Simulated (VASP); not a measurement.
Wanted: the native input for a VASP 6.6.1 run.

```yaml
Task: single point
Functional: PBEsol
Potentials_or_basis: VASP PAW PBE potentials, release 64 (Lu)
Cutoff: 520 eV
k_mesh: 13 × 13 × 8
Occupations: fermi-dirac, width 0.03 eV
Spin: no spin polarisation
Dipole_correction: no
Further_INCAR_settings: ALGO = Normal; EDIFF = 1e-06; NBANDS = 32
```

The structure of Lu lies in POSCAR:

```
Lu
1.0
    3.5787379130      0.0000000000      0.0000000000
   -1.7893689565      3.0992779462      0.0000000000
    0.0000000000      0.0000000000      5.6757767373
Lu
2
Direct
    0.3333333333      0.6666666667      0.2500000000
    0.6666666667      0.3333333333      0.7500000000
```

The input as run:

INCAR

```
PREC     = Accurate       # precision mode
ENCUT    = 520            # plane-wave cutoff, eV
EDIFF    = 1E-6           # SCF threshold, eV
ISMEAR   = -1             # smearing method
SIGMA    = 0.03           # smearing width, eV
LREAL    = False          # projectors in reciprocal space
LASPH    = True           # aspherical terms in the spheres
NELM     = 100            # most SCF steps
ALGO     = Normal         # electronic algorithm
ISIF     = 2              # what is computed and relaxed
LWAVE    = False          # write WAVECAR
LCHARG   = True           # write CHGCAR
GGA      = PS             # functional
LELF     = True           # ELF
LVHAR    = True         
NBANDS   = 32             # bands
```

KPOINTS

```
Automatic mesh
0
Gamma
  13 13 8
```

Potentials or basis: VASP PAW PBE potentials, release 64 (Lu).

Launch:

```console
$ cat potpaw_PBE.64/Lu/POTCAR > POTCAR
$ mpirun -np 1 vasp_std > vasp.out
```

It gave:

| Item | Value |
| --- | --- |
| Pressure | -5.3 GPa |
| Band gap on the k mesh | zero (bands 25 and 26 overlap by 1.63 eV) |

Caveat: the cell stands under tension; the PAW data sets were made with another functional, which shifts forces and pressure a little; spin-orbit coupling is left out, which moves the levels of the heavy elements.

Run time: 120 s on 1 thread of Intel(R) Xeon(R) Platinum 8488C (Sapphire Rapids), on a shared host, peak memory 0.3 GiB.
